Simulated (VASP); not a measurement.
As, 1 atom in the cell. It takes space group Pm-3m (No. 221, cubic). The conventional cell has a = 2.704 Å, b = 2.704 Å, c = 2.704 Å, α = 90.00°, β = 90.00°, γ = 90.00°. Within 3.6 Å of As (site symmetry m-3m) lie 6 As at 2.70 Å. 

```yaml
Program: VASP 6.6.1
Task: vibrations by perturbation theory
Functional: PBE
Potentials_or_basis: VASP PAW PBE potentials, release 64 (As)
Cutoff: 520 eV
k_mesh: 7 × 7 × 7
Occupations: fermi-dirac, width 0.05 eV
Spin: no spin polarisation
Dipole_correction: no
Further_INCAR_settings: ALGO = Normal; EDIFF = 1e-08; IBRION = 8; NSW = 1
```

Potentials or basis: VASP PAW PBE potentials, release 64 (As).

Run with:

```console
$ cat potpaw_PBE.64/As/POTCAR > POTCAR
$ mpirun -np 1 vasp_std > vasp.out
```

Hardware: 1 thread of Intel(R) Xeon(R) Platinum 8488C (Sapphire Rapids), with other jobs on the host.

Q: How long does it take, and how much memory?

A: Run time: 9.3 s on 1 thread of Intel(R) Xeon(R) Platinum 8488C (Sapphire Rapids) (shared host), peak memory 0.13 GiB. Counts: scf iterations 24, k points 20.
